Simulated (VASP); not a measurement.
Sn, 1 atom in the cell. The structure is cubic, space group Im-3m (No. 229). The conventional cell has a = 3.789 Å, b = 3.789 Å, c = 3.789 Å, α = 90.00°, β = 90.00°, γ = 90.00°. Within 4.3 Å of Sn (site symmetry m-3m) lie 14 Sn at 3.28 to 3.79 Å. 

| Item | Value |
| --- | --- |
| Program | VASP 6.6.1 |
| Task | single point |
| Functional | PBEsol |
| Potentials or basis | VASP PAW PBE potentials, release 64 (Sn_d) |
| Cutoff | 500 eV |
| k mesh | 8 × 8 × 8 |
| Occupations | fermi-dirac, width 0.25 eV |
| Spin | no spin polarisation |
| Dipole correction | no |
| Further INCAR settings | ALGO = Normal; EDIFF = 1e-06; NBANDS = 13 |

Potentials or basis: VASP PAW PBE potentials, release 64 (Sn_d).

Run with:

```bash
$ cat potpaw_PBE.64/Sn_d/POTCAR > POTCAR
$ mpirun -np 1 vasp_std > vasp.out
```

Hardware: 1 thread of AMD EPYC 7R13 Processor (Zen 3), on a shared host.

**Question.** How long does it take, and how much memory?

**Answer.** It took 6.7 s on 1 thread of AMD EPYC 7R13 Processor (Zen 3), on a shared host, peak memory 0.11 GiB. Counts: scf iterations 10, k points 29.
